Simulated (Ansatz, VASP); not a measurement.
## Two plane-wave programs on SnO2

```
Sn O
1.0
    -3.23725    0.00000    0.00000
    -1.61863   -2.80354    0.00000
    -3.39912   -1.96248   13.22548
Sn O
3 6
Direct
  0.32594 0.32594 0.48675
  0.88643 0.88643 0.16224
  0.76545 0.76545 0.81126
  0.50067 0.50067 0.23714
  0.37969 0.37969 0.88616
  0.94018 0.94018 0.56165
  0.15121 0.15121 0.73637
  0.71170 0.71170 0.41185
  0.27219 0.27219 0.08734
```

Alike in both runs: task single point; functional PBE; dispersion D3(BJ); k mesh 9 × 9 × 2; occupations gaussian, width 0.05 eV; no spin polarisation.

|  | VASP | Ansatz |
| --- | --- | --- |
| version | VASP 6.6.1 | Ansatz 0.2.0 |
| potentials or method | VASP PAW PBE potentials, release 64 (Sn_d, O), cutoff 520 eV | scalar-relativistic, plane waves, PAW |
| valence electrons in the cell | 78 | 78 |

```csv
,VASP,Ansatz,Ansatz less VASP
gap on the k mesh at the Fermi level (eV),1.52,1.55,+0.025
least direct gap on the mesh (eV),1.60,1.62,+0.019
pressure (GPa),0.8,0.2,-0.67
"traceless stress, the component that is largest in VASP (GPa)",1.38,1.80,+0.425
rms of the force components (eV/Å),0.073,0.075,+0.0023
```

Atom by atom the forces differ by 0.026 eV/Å (rms over components).
